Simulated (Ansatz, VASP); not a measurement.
Two plane-wave programs on Mo

```xyz
1
Lattice="2.5969 0.0000 0.0000 0.0000 2.5969 0.0000 0.0000 0.0000 2.5969" Properties=species:S:1:pos:R:3 pbc="T T T"
Mo    0.0000    0.0000    0.0000
```

Alike in both runs: task relaxation of cell and atoms; functional PBE; k mesh 16 × 16 × 16; occupations gaussian, width 0.1 eV; no spin polarisation.

```csv
,VASP,Ansatz
version,VASP 6.6.1,Ansatz 0.2.0
potentials or method,"VASP PAW PBE potentials, release 64 (Mo_sv), cutoff 600 eV","scalar-relativistic, plane waves, PAW"
valence electrons in the cell,14,14
```

VASP gave:

| Item | Value |
| --- | --- |
| gap on the k mesh at the Fermi level, each at its own relaxed structure (eV) | none |
| relaxed volume (Å³/atom) | 17.69 |
| relaxed cell length with the largest relative difference (Å) | 2.606 |

Task: Which values does Ansatz return?

Result: gap on the k mesh at the Fermi level, each at its own relaxed structure (eV): none; relaxed volume (Å³/atom): 17.66; relaxed cell length with the largest relative difference (Å): 2.604.

A gap of «none» marks a metal or a gap that the smearing closes.
